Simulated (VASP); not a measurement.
## P: single point with PBE

The system is P.

```xyz
4
Lattice="2.3027 -5.9723 0.0000 2.3027 5.9723 0.0000 0.0000 0.0000 3.3047" Properties=species:S:1:pos:R:3 pbc="T T T"
P     3.8598    1.9299    1.6523
P     3.8598   -1.9299    0.0000
P     0.7456   -1.9299    1.6523
P     0.7456    1.9299    0.0000
```

The cell was generated, and may not be a known phase.

```yaml
Program: VASP 6.6.1
Task: single point
Functional: PBE
Potentials_or_basis: VASP PAW PBE potentials, release 64 (P)
Cutoff: 520 eV
k_mesh: 4 × 4 × 6
Occupations: gaussian, width 0.1 eV
Spin: no spin polarisation
Dipole_correction: no
Further_INCAR_settings: ALGO = Normal; EDIFF = 1e-06; NBANDS = 18
```

The pressure is -0.2 GPa and the largest force is 0.046 eV/Å. The band gap on the k mesh is zero (bands 10 and 11 overlap by 0.11 eV).

Forces in eV/Å, atoms in the order of the input:
```
P    0.028  0.037  0.000
P    0.028 -0.037  0.000
P   -0.028 -0.037  0.000
P   -0.028  0.037  0.000
```

Stress tensor (GPa, compression positive):
```
-0.39  0.00  0.00
 0.00 -0.39  0.00
 0.00  0.00  0.05
```

Levels at points of the mesh, in eV from the Fermi level:
| k point | band 6 | band 7 | band 8 | band 9 | band 10 | band 11 | band 12 | band 13 | band 14 | band 15 |
| --- | --- | --- | --- | --- | --- | --- | --- | --- | --- | --- |
| (0.00, 0.00, 0.00) | -4.54 | -3.57 | -2.25 | -1.92 | 0.05 | 1.34 | 1.60 | 2.52 | 3.11 | 5.68 |
| (0.50, 0.00, 0.00) | -3.16 | -2.77 | -2.72 | -1.56 | -1.31 | 1.74 | 1.98 | 3.38 | 3.42 | 3.52 |
| (0.50, 0.50, 0.00) | -4.84 | -3.52 | -2.01 | -1.45 | -0.56 | -0.05 | 1.48 | 2.35 | 3.07 | 4.61 |
| (0.00, 0.00, 0.50) | -5.19 | -2.92 | -2.92 | -2.42 | -2.42 | 1.08 | 1.08 | 1.74 | 1.74 | 4.12 |
| (0.50, 0.00, 0.50) | -5.05 | -4.88 | -4.78 | -1.40 | -1.38 | 1.57 | 2.74 | 3.62 | 3.66 | 5.08 |
| (0.50, 0.50, 0.50) | -5.07 | -2.97 | -2.97 | -1.97 | -1.97 | 0.88 | 0.88 | 2.11 | 2.11 | 2.98 |

It took 30 s on 1 thread of Intel(R) Xeon(R) 6975P-C (Granite Rapids), on a shared host, peak memory 0.23 GiB.

Caveat: the k points lie up to 0.37 Å⁻¹ apart.
